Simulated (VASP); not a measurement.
Set up this calculation in VASP 6.6.1, as the native input.

```yaml
Task: single point
Functional: PBE
Potentials_or_basis: VASP PAW PBE potentials, release 64 (Sn_d)
Cutoff: 520 eV
k_mesh: 17 × 17 × 17
Occupations: fermi-dirac, width 0.08 eV
Spin: no spin polarisation
Dipole_correction: no
Further_INCAR_settings: ALGO = Normal; EDIFF = 1e-07; NBANDS = 21
```

The structure of Sn lies in POSCAR:

```
Sn
1.0
   -2.3568332377      2.3568332377      1.2721173084
    2.3568332377     -2.3568332377      1.2721173084
    2.3568332377      2.3568332377     -1.2721173084
Sn
2
Direct
   -0.3750000000     -0.1250000000     -0.2500000000
    0.3750000000      0.1250000000      0.2500000000
```

The input as run:

INCAR

```
  PREC = Accurate
  ENCUT = 520
  EDIFF = 1E-7
  ISMEAR = -1
  SIGMA = 0.08
  LREAL = False
  LASPH = True
  NELM = 60
  ALGO = Normal
  ISIF = 2
  LWAVE = False
  LCHARG = False
  GGA = PE
  NBANDS = 21
```

KPOINTS

```
Automatic mesh
0
Gamma
  17 17 17
```

Potentials or basis: VASP PAW PBE potentials, release 64 (Sn_d).

The run is started by

```sh
$ cat potpaw_PBE.64/Sn_d/POTCAR > POTCAR
$ mpirun -np 1 vasp_std > vasp.out
```

Results of the run:

```
Pressure               : 180.5 GPa
Band gap on the k mesh : zero (bands 14 and 15 overlap by 8.82 eV)
```

Caveat: the cell stands under pressure; spin-orbit coupling is left out, which moves the levels of the heavy elements.

It took 4.3 min on 1 thread of Intel(R) Xeon(R) Platinum 8259CL CPU @ 2.50GHz (Skylake/Cascade Lake) (shared host), peak memory 0.3 GiB.
